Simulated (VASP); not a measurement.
Here is a VASP 6.6.1 calculation.

The input INCAR:

```
SYSTEM = Se
PREC     = Accurate       ! precision mode
ENCUT    = 520            ! plane-wave cutoff, eV
EDIFF    = 1E-6           ! SCF threshold, eV
ISMEAR   = -1             ! smearing method
SIGMA    = 0.1            ! smearing width, eV
LREAL    = .FALSE.        ! projectors in reciprocal space
LASPH    = .TRUE.         ! aspherical terms in the spheres
NELM     = 100            ! most SCF steps
ALGO     = Normal         ! electronic algorithm
ISIF     = 2              ! what is computed and relaxed
LWAVE    = .FALSE.        ! write WAVECAR
LCHARG   = .TRUE.         ! write CHGCAR
GGA      = RE             ! functional
LELF     = .TRUE.         ! ELF
LVHAR    = .TRUE.       
NBANDS   = 9              ! bands
```

Contents of KPOINTS:

```
regular mesh
0
G
  14 14 14
  0 0 0
```

File POSCAR:

```
Se
1.0
   -1.7303040278      1.7303040278      1.7303040278
    1.7303040278     -1.7303040278      1.7303040278
    1.7303040278      1.7303040278     -1.7303040278
Se
1
Direct
    0.0000000000      0.0000000000      0.0000000000
```

Potentials or basis: VASP PAW PBE potentials, release 64 (Se).

The run is started by

```console
$ cat potpaw_PBE.64/Se/POTCAR > POTCAR
$ mpirun -np 1 vasp_std > vasp.out
```

(1) Predict the pressure.

(2) Predict the band gap on the k mesh.

Answers

(1) 0.3 GPa.

(2) zero (band 3 reaches 8.21 eV, above the bottom of band 4 at 2.19 eV).

Caveat: the PAW data sets were made with another functional, which shifts forces and pressure a little.
